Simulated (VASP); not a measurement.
# AlRu: single point with r2SCAN

AlRu:

```
Al Ru
1.0
     3.07890    0.00000    0.00000
     0.00000    3.07890    0.00000
     0.00000    0.00000    3.07890
Al Ru
1 1
Direct
  0.00000 0.00000 0.00000
  0.50000 0.50000 0.50000
```

```
Program                : VASP 6.6.1
Task                   : single point
Functional             : r2SCAN
Potentials or basis    : VASP PAW PBE potentials, release 64 (Al, Ru_pv)
Cutoff                 : 520 eV
k mesh                 : 14 × 14 × 14
Occupations            : gaussian, width 0.1 eV
Spin                   : no spin polarisation
Dipole correction      : no
Further INCAR settings : ALGO = Normal; EDIFF = 1e-06; NBANDS = 16
```

* Pressure: -17.1 GPa
* Band gap on the k mesh: zero (an odd number of electrons rules out a gap without spin polarisation)

Levels at points of the mesh, in eV from the Fermi level:
| k point | band 5 | band 6 | band 7 | band 8 | band 9 | band 10 | band 11 | band 12 | band 13 | band 14 |
| --- | --- | --- | --- | --- | --- | --- | --- | --- | --- | --- |
| (0.00, 0.00, 0.00) | -3.22 | -3.22 | 0.14 | 0.14 | 0.14 | 6.08 | 6.08 | 6.08 | 10.29 | 10.94 |
| (0.50, 0.00, 0.00) | -5.54 | -2.44 | -1.51 | -1.51 | 0.36 | 2.20 | 7.77 | 10.29 | 11.14 | 11.14 |
| (0.50, 0.50, 0.00) | -2.80 | -1.42 | -1.42 | -1.09 | -1.09 | 1.51 | 5.09 | 5.88 | 10.29 | 10.71 |
| (0.50, 0.50, 0.50) | -4.44 | -4.44 | 1.60 | 1.60 | 2.64 | 4.11 | 4.11 | 4.11 | 8.16 | 8.16 |

It took 2.3 min on 1 thread of Intel Xeon 8259CL, on a shared host, peak memory 0.19 GiB.

Caveat: the cell stands under tension; the PAW data sets were made with another functional, which shifts forces and pressure a little.
